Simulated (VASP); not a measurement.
# Al in VASP: notebook

Aim: see how the results for Al move with the level of theory and the settings. Levels: PBEsol, PBE. Tasks: single point, relaxation of the atoms.

Program: VASP 6.6.1. These are calculated values, not measurements. Logs are shortened: lines on timing, memory, paths and dates and some standing lists are left out, and cuts for length are marked.

## 1. The cell of the first run

It takes space group P6_3/mmc (No. 194, hexagonal). The conventional cell has a = 2.869 Å, b = 2.869 Å, c = 4.867 Å, α = 90.00°, β = 90.00°, γ = 120.00°. Within 3.8 Å of Al (site symmetry -6m2) lie 12 Al at 2.87 to 2.94 Å.

## 2. Single point, PBEsol

File INCAR:

```
PREC = Accurate
ENCUT = 500
EDIFF = 1E-6
ISMEAR = -1
SIGMA = 0.05
LREAL = F
LASPH = T
NELM = 120
ALGO = Normal
ISIF = 2
LWAVE = F
LCHARG = T
GGA = PS
LELF = T
LVHAR = T
NBANDS = 10
GGA_COMPAT = F
```

File KPOINTS:

```
Automatic mesh
0
Gamma
  11 11 6
```

File POSCAR:

```
Al
1.0
    2.8687044585      0.0000000000      0.0000000000
   -1.4343522292      2.4843709370      0.0000000000
    0.0000000000      0.0000000000      4.8668500000
Al
2
Direct
    0.3333333333      0.6666666667      0.2500000000
    0.6666666667      0.3333333333      0.7500000000
```

Potentials or basis: VASP PAW PBE potentials, release 64 (Al).

Command:

```console
cat potpaw_PBE.64/Al/POTCAR > POTCAR
mpirun -np 1 vasp_std > vasp.out
```

OUTCAR:

```text
PREC = Accurate
   ENCUT = 500
   EDIFF = 1E-6
   ISMEAR = -1
   LREAL = F
   LASPH = T
   NELM = 120
   ISIF = 2
   GGA = PS

 ion  position               nearest neighbor table
   1  0.333  0.667  0.250-   2 2.94   2 2.94   2 2.94   2 2.94   2 2.94   2 2.94
   2  0.667  0.333  0.750-   1 2.94   1 2.94   1 2.94   1 2.94   1 2.94   1 2.94

  LATTYP: Found a hexagonal cell.
 ALAT       =     2.8687044585
 C/A-ratio  =     1.6965323791

  Lattice vectors:

 A1 = (   2.8687044585,   0.0000000000,   0.0000000000)
 A2 = (  -1.4343522292,   2.4843709370,   0.0000000000)
 A3 = (   0.0000000000,   0.0000000000,   4.8668500000)

Analysis of symmetry for initial positions (statically):
=====================================================================
 Subroutine PRICEL returns:
 Original cell was already a primitive cell.

 Routine SETGRP: Setting up the symmetry group for a
 hexagonal supercell.

 Subroutine GETGRP returns: Found 24 space group operations
 (whereof 12 operations were pure point group operations)
 out of a pool of 24 trial point group operations.

The static configuration has the point symmetry D_3d.
 The point group associated with its full space group is D_6h.

Analysis of symmetry for dynamics (positions and initial velocities):
=====================================================================
 Subroutine PRICEL returns:
 Original cell was already a primitive cell.

 Routine SETGRP: Setting up the symmetry group for a
 hexagonal supercell.

 Subroutine GETGRP returns: Found 24 space group operations
 (whereof 12 operations were pure point group operations)
 out of a pool of 24 trial point group operations.

The dynamic configuration has the point symmetry D_3d.
 The point group associated with its full space group is D_6h.

 Subroutine INISYM returns: Found 24 space group operations
 (whereof 12 operations are pure point group operations),
 and found     1 'primitive' translations

----------------------------------------------------------------------------------------

                                     Primitive cell

  volume of cell :      34.6857

  direct lattice vectors                    reciprocal lattice vectors
     2.868704458  0.000000000  0.000000000     0.348589412  0.201258191  0.000000000
    -1.434352229  2.484370937  0.000000000     0.000000000  0.402516382  0.000000000
     0.000000000  0.000000000  4.866850000     0.000000000  0.000000000  0.205471712

  length of vectors
     2.868704458  2.868704458  4.866850000     0.402516382  0.402516382  0.205471712

  position of ions in fractional coordinates (direct lattice)
     0.333333333  0.666666667  0.250000000
     0.666666667  0.333333333  0.750000000

  ion indices of the primitive-cell ions
   primitive index   ion index
                 1           1
                 2           2

----------------------------------------------------------------------------------------

 KPOINTS: Automatic mesh

Automatic generation of k-mesh.
 Grid dimensions read from file:
 generate k-points for:   11   11    6

 Generating k-lattice:

  Cartesian coordinates                     Fractional coordinates (reciprocal lattice)
     0.031689947  0.018296199  0.000000000     0.090909091 -0.000000000  0.000000000
     0.000000000  0.036592398  0.000000000     0.000000000  0.090909091  0.000000000
     0.000000000  0.000000000  0.034245285     0.000000000  0.000000000  0.166666667

  Length of vectors
     0.036592398  0.036592398  0.034245285

  Shift w.r.t. Gamma in fractional coordinates (k-lattice)
     0.000000000  0.000000000  0.000000000

 Subroutine IBZKPT returns following result:
 ===========================================

 Found     64 irreducible k-points:

 Following reciprocal coordinates:
            Coordinates               Weight
  0.000000  0.000000  0.000000      1.000000
  0.090909  0.000000  0.000000      6.000000
  0.181818  0.000000  0.000000      6.000000
  0.272727  0.000000  0.000000      6.000000
  0.363636  0.000000  0.000000      6.000000
  0.454545  0.000000  0.000000      6.000000
[... 16 lines left out ...]
  0.090909  0.090909  0.166667     12.000000
  0.181818  0.090909  0.166667     24.000000
 [... further k-points ...]
   k-points           NKPTS =     64   k-points in BZ     NKDIM =     64   number of bands    NBANDS=     10
   number of dos      NEDOS =    301   number of ions     NIONS =      2
   total plane-waves  NPLWV =  20736
   dimension x,y,z NGX =    24 NGY =   24 NGZ =   36
   dimension x,y,z NGXF=    48 NGYF=   48 NGZF=   72
   ions per type =               2
   NGX,Y,Z   is equivalent  to a cutoff of  13.91, 13.91, 12.30 a.u.
   NGXF,Y,Z  is equivalent  to a cutoff of  27.82, 27.82, 24.59 a.u.
 SYSTEM =  unknown system
   PREC   = accura    normal or accurate (medium, high low for compatibility)
   ISTART =      0    job   : 0-new  1-cont  2-samecut
   ICHARG =      2    charge: 1-file 2-atom 10-const
   ISPIN  =      1    spin polarized calculation?
   LNONCOLLINEAR =      F non collinear calculations
   LSORBIT =      F    spin-orbit coupling
   LASPH  =      T    aspherical Exc in radial PAW
   ENCUT  =  500.0 eV  36.75 Ry    6.06 a.u.   5.23  5.23  8.87*2*pi/ulx,y,z
   NELM   =    120;   NELMIN=  2; NELMDL= -5     # of ELM steps
   EDIFF  = 0.1E-05   stopping-criterion for ELM
   LREAL  =      F    real-space projection
   EDIFFG = 0.1E-04   stopping-criterion for IOM
   NSW    =      0    number of steps for IOM
   IBRION =     -1    ionic relax: 0-MD 1-quasi-New 2-CG
   NFREE  =      0    steps in history (QN), initial steepest desc. (CG)
   ISIF   =      2    stress and relaxation
   ISYM   =      2    0-nonsym 1-usesym 2-fastsym
   POTIM  = 0.5000    time-step for ionic-motion
   TEBEG  =    0.0;   TEEND  =   0.0 temperature during run
   PSTRESS=    0.0 pullay stress
   NELECT =       6.0000    total number of electrons
   NUPDOWN=      -1.0000    fix difference up-down
   EMIN   =  10.00;   EMAX   =-10.00  energy-range for DOS
[... 5 lines left out ...]
     AMIX     =   0.40;   BMIX     =  1.00
     AMIX_MAG =   1.60;   BMIX_MAG =  1.00
  volume/ion in A,a.u.               =      17.34       117.04
  Fermi-wavevector in a.u.,A,eV,Ry     =   0.912169  1.723749 11.320752  0.832052
  Thomas-Fermi vector in A             =   2.036533
   LORBIT       =      0    0 simple, 1 ext, 2 COOP (PROOUT), +10 PAW based schemes
   GGA     = PS    functional components
   LHFCALC =     F    Hartree Fock is set to
   AEXX    =    0.0000 exact exchange contribution
   IVDW    =     0    specifies the selected vdW correction
   LEPSILON=     F    determine dielectric tensor
   LRPA    =     F    only Hartree local field effects (RPA)
 non-spin polarized calculation
  energy-cutoff  :      500.00
  volume of cell :       34.69
 maximum number of plane-waves:       900
 NGX is ok and might be reduce to    24
   NGX = 11   NGY = 11   NGZ = 17

 number of electron       6.0000000 magnetization

 Free energy of the ion-electron system (eV)
  ---------------------------------------------------
  ext. energy  EPLUGINS =         0.00000000
  ---------------------------------------------------
  free energy    TOTEN  =        -8.10978419 eV

  energy without entropy =       -8.10375964  energy(sigma->0) =       -8.10677191

 E-fermi :   7.4737     XC(G=0): -10.0772

 val. band max:        7.4296954525   @ k =   0.4545   0.0000   0.0000
 cond. band min:       7.4836722091   @ k =   0.4545   0.0000   0.0000
 fundamental gap:      0.0539767566
 Fermi energy:         7.4737119348

 k-point     1 :       0.0000    0.0000    0.0000
  band No.  band energies     occupation
      1      -3.3529      2.00000
      2       2.6748      2.00000
      3       2.8635      2.00000
      4      18.1897      0.00000
      5      18.1897      0.00000
      6      18.5928      0.00000
      7      18.5928      0.00000
      8      18.7383      0.00000
      9      19.9654      0.00000
     10      21.4715      0.00000

 k-point     2 :       0.0909    0.0000    0.0000
  band No.  band energies     occupation
      1      -3.1549      2.00000
      2       2.8694      2.00000
      3       3.0486      2.00000
      4      15.3414      0.00000
      5      16.6733      0.00000
      6      17.8549      0.00000
      7      19.5337      0.00000
      8      19.9391      0.00000
      9      20.4471      0.00000
     10      20.7970      0.00000

 k-point     3 :       0.1818    0.0000    0.0000
  band No.  band energies     occupation
      1      -2.5624      2.00000
      2       3.4483      2.00000
      3       3.6037      2.00000
      4      12.0262      0.00000
      5      15.3164      0.00000
      6      16.4582      0.00000
      7      17.6046      0.00000
      8      17.7490      0.00000
      9      20.1780      0.00000
     10      20.5299      0.00000

 k-point     4 :       0.2727    0.0000    0.0000
  band No.  band energies     occupation
      1      -1.5804      2.00000
      2       4.3905      2.00000
      3       4.5279      2.00000
      4       8.9541      0.00000
      5      14.2591      0.00000
      6      14.2993      0.00000
      7      14.7393      0.00000
      8      16.0513      0.00000
      9      19.2694      0.00000
     10      20.1170      0.00000

 k-point     5 :       0.3636    0.0000    0.0000
  band No.  band energies     occupation
      1      -0.2173      2.00000
      2       5.4255      2.00000
      3       5.8170      2.00000
      4       6.4583      2.00000
      5      11.7964      0.00000
      6      12.0043      0.00000
      7      13.6226      0.00000
      8      15.2333      0.00000
      9      18.6661      0.00000
     10      19.3721      0.00000

 k-point     6 :       0.4545    0.0000    0.0000
  band No.  band energies     occupation
      1       1.5128      2.00000
      2       3.5951      2.00000
      3       7.4297      1.41378
      4       7.4837      0.90073
      5       9.5567      0.00000
      6       9.6596      0.00000
      7      13.2847      0.00000
      8      14.8371      0.00000
      9      18.3655      0.00000
     10      18.9957      0.00000
[... 183 lines left out ...]
 k-point    21 :       0.3636    0.0000    0.1667
  band No.  band energies     occupation
      1      -0.0475      2.00000
      2       3.9426      2.00000
      3       6.2426      2.00000
      4       7.9434      0.00017
      5      10.2226      0.00000
      6      13.7712      0.00000
      7      13.8110      0.00000
      8      15.3916      0.00000
      9      17.3355      0.00000
     10      18.9496      0.00000

 k-point    22 :       0.4545    0.0000    0.1667
  band No.  band energies     occupation
      1       1.6800      2.00000
      2       3.7445      2.00000
      3       5.7317      2.00000
      4       7.6959      0.02325
      5       9.6819      0.00000
      6      11.5972      0.00000
      7      13.4333      0.00000
      8      14.9844      0.00000
      9      17.0025      0.00000
     10      18.9305      0.00000

 k-point    23 :       0.0909    0.0909    0.1667
  band No.  band energies     occupation
      1      -2.5869      2.00000
      2       1.4987      2.00000
      3       5.4819      2.00000
      4      13.8809      0.00000
      5      13.9455      0.00000
      6      16.7921      0.00000
      7      17.6264      0.00000
      8      17.7400      0.00000
      9      19.9433      0.00000
     10      20.2020      0.00000

 k-point    24 :       0.1818    0.0909    0.1667
  band No.  band energies     occupation
      1      -1.8005      2.00000
      2       2.2629      2.00000
      3       6.2120      2.00000
      4      10.7382      0.00000
      5      12.6519      0.00000
      6      14.5776      0.00000
      7      16.3918      0.00000
      8      17.3383      0.00000
      9      18.3446      0.00000
     10      19.4745      0.00000

 [... further k-points ...]
[... 5 lines left out ...]
  --------------------------------------------------------------------------------------
  -------------------------------------------------------------------------------------
  Total       -0.6683146     -0.6683146     -1.3606498     -0.0000000     -0.0000000      0.0000000
  in kB      -30.8703345    -30.8703345    -62.8502122     -0.0000000     -0.0000000      0.0000000
  external PRESSURE =     -41.5302937 kB  Pullay stress =       0.0000000 kB

 VOLUME and BASIS-vectors are now :
 -----------------------------------------------------------------------------
  energy-cutoff  :      500.00
  volume of cell :       34.69
      direct lattice vectors                 reciprocal lattice vectors
     2.868704458  0.000000000  0.000000000     0.348589412  0.201258191  0.000000000
    -1.434352229  2.484370937  0.000000000     0.000000000  0.402516382  0.000000000
     0.000000000  0.000000000  4.866850000     0.000000000  0.000000000  0.205471712

 POSITION                                       TOTAL-FORCE (eV/Angst)
 -----------------------------------------------------------------------------------
     -0.00000      1.65625      1.21671        -0.000000      0.000000      0.000000
      1.43435      0.82812      3.65014         0.000000     -0.000000      0.000000
 -----------------------------------------------------------------------------------
    total drift:                                0.000000     -0.000000     -0.000000

  FREE ENERGIE OF THE ION-ELECTRON SYSTEM (eV)
  ---------------------------------------------------
  free  energy   TOTEN  =        -8.1097841942 eV

  energy  without entropy=       -8.1037596354  energy(sigma->0) =       -8.10677191
```

Wall time 9.6 s (1 thread of AMD EPYC 9R45 (Zen 5), shared host); peak memory 0.12 GiB.

What came out:

```
Free energy            : -8.1098 eV
Pressure               : -4.2 GPa
Band gap on the k mesh : zero (band 3 reaches 11.07 eV, above the bottom of band 4 at 4.50 eV)
```

Levels at points of the mesh, in eV from the Fermi level:
| k point | band 1 | band 2 | band 3 | band 4 | band 5 | band 6 | band 7 | band 8 |
| --- | --- | --- | --- | --- | --- | --- | --- | --- |
| (0.00, 0.00, 0.00) | -10.83 | -4.80 | -4.61 | 10.72 | 10.72 | 11.12 | 11.12 | 11.26 |
| (0.00, 0.00, 0.50) | -9.27 | -9.27 | 2.63 | 2.63 | 11.90 | 11.90 | 11.90 | 11.90 |

Caveat: the PAW data sets were made with another functional, which shifts forces and pressure a little.

## 3. Single point, PBEsol

This run uses another cell than the first one, of 18.03 Å³/atom, 1.040 times its volume.

INCAR, as its differences from that of step 2:

```diff
@@ -11,6 +11,4 @@
 LWAVE = F
-LCHARG = T
+LCHARG = F
 GGA = PS
-LELF = T
-LVHAR = T
 NBANDS = 10
```

KPOINTS is that of step 2.

File POSCAR:

```
Al
1.0
    2.9249535656      0.0000000000      0.0000000000
   -1.4624767827      2.5330840927      0.0000000000
    0.0000000000      0.0000000000      4.8668500000
Al
2
Direct
    0.3333333333      0.6666666667      0.2500000000
    0.6666666667      0.3333333333      0.7500000000
```

Potentials or basis: VASP PAW PBE potentials, release 64 (Al).

Command:

```console
cat potpaw_PBE.64/Al/POTCAR > POTCAR
mpirun -np 1 vasp_std > vasp.out
```

OUTCAR:

```text
PREC = Accurate
   ENCUT = 500
   EDIFF = 1E-6
   ISMEAR = -1
   LREAL = F
   LASPH = T
   NELM = 120
   ISIF = 2
   GGA = PS

 ion  position               nearest neighbor table
   1  0.333  0.667  0.250-   2 2.96   2 2.96   2 2.96   2 2.96   2 2.96   2 2.96
   2  0.667  0.333  0.750-   1 2.96   1 2.96   1 2.96   1 2.96   1 2.96   1 2.96

  LATTYP: Found a hexagonal cell.
 ALAT       =     2.9249535656
 C/A-ratio  =     1.6639067564

  Lattice vectors:

 A1 = (   2.9249535656,   0.0000000000,   0.0000000000)
[... 490 lines left out ...]
      4      10.1011      0.00000
      5      11.9613      0.00000
      6      13.9358      0.00000
      7      15.7146      0.00000
      8      16.9522      0.00000
      9      17.6485      0.00000
     10      18.7307      0.00000

 [... further k-points ...]
[... 5 lines left out ...]
  --------------------------------------------------------------------------------------
  -------------------------------------------------------------------------------------
  Total       -1.3550308     -1.3550308     -1.6129668     -0.0000000     -0.0000000      0.0000000
  in kB      -60.2064748    -60.2064748    -71.6670394     -0.0000000     -0.0000000      0.0000000
  external PRESSURE =     -64.0266630 kB  Pullay stress =       0.0000000 kB

 VOLUME and BASIS-vectors are now :
 -----------------------------------------------------------------------------
  energy-cutoff  :      500.00
  volume of cell :       36.06
      direct lattice vectors                 reciprocal lattice vectors
     2.924953566  0.000000000  0.000000000     0.341885769  0.197387841  0.000000000
    -1.462476783  2.533084093  0.000000000     0.000000000  0.394775682  0.000000000
     0.000000000  0.000000000  4.866850000     0.000000000  0.000000000  0.205471712

 POSITION                                       TOTAL-FORCE (eV/Angst)
 -----------------------------------------------------------------------------------
     -0.00000      1.68872      1.21671        -0.000000      0.000000      0.000000
      1.46248      0.84436      3.65014         0.000000     -0.000000     -0.000000
 -----------------------------------------------------------------------------------
    total drift:                                0.000000     -0.000000     -0.000000

  FREE ENERGIE OF THE ION-ELECTRON SYSTEM (eV)
  ---------------------------------------------------
  free  energy   TOTEN  =        -8.0706635232 eV

  energy  without entropy=       -8.0648596115  energy(sigma->0) =       -8.06776157
```

OSZICAR:

```text
N       E                     dE             d eps       ncg     rms          rms(c)
DAV:   1    -0.792750263078E+00   -0.79275E+00   -0.22274E+03  1280   0.453E+02
DAV:   2    -0.795712655697E+01   -0.71644E+01   -0.68536E+01  1762   0.555E+01
DAV:   3    -0.812669689138E+01   -0.16957E+00   -0.16874E+00  1684   0.640E+00
DAV:   4    -0.812730209603E+01   -0.60520E-03   -0.60516E-03  1516   0.454E-01
DAV:   5    -0.812730702449E+01   -0.49285E-05   -0.49287E-05  1570   0.413E-02    0.174E+00
DAV:   6    -0.809325478412E+01    0.34052E-01   -0.55482E-03  1480   0.351E-01    0.990E-01
DAV:   7    -0.807078540308E+01    0.22469E-01   -0.13915E-02  1460   0.536E-01    0.179E-01
DAV:   8    -0.807066634422E+01    0.11906E-03   -0.11960E-04  1810   0.637E-02    0.637E-03
DAV:   9    -0.807066460858E+01    0.17356E-05   -0.10551E-06  1530   0.536E-03    0.214E-03
DAV:  10    -0.807066349975E+01    0.11088E-05   -0.30784E-08   830   0.118E-03    0.139E-04
DAV:  11    -0.807066352320E+01   -0.23452E-07   -0.47555E-09   712   0.405E-04
   1 F= -.80706635E+01 E0= -.80677616E+01  d E =-.580391E-02
```

Wall time 9.1 s (1 thread of AMD EPYC 9R45 (Zen 5), shared host); peak memory 0.12 GiB.

Results:

| Quantity | Value |
| --- | --- |
| Free energy | -8.0707 eV |
| Pressure | -6.4 GPa |
| Band gap on the k mesh | zero (band 3 reaches 10.79 eV, above the bottom of band 4 at 4.11 eV) |

Levels at points of the mesh, in eV from the Fermi level:
```
           k point  band 1  band 2  band 3  band 4  band 5  band 6
(0.00, 0.00, 0.00)  -10.54   -4.49   -4.34   10.11   10.11   10.68
(0.00, 0.00, 0.50)   -8.99   -8.99    2.92    2.92   11.38   11.38
```

Caveat: the PAW data sets were made with another functional, which shifts forces and pressure a little.

(Continued in part 2 of 2.)
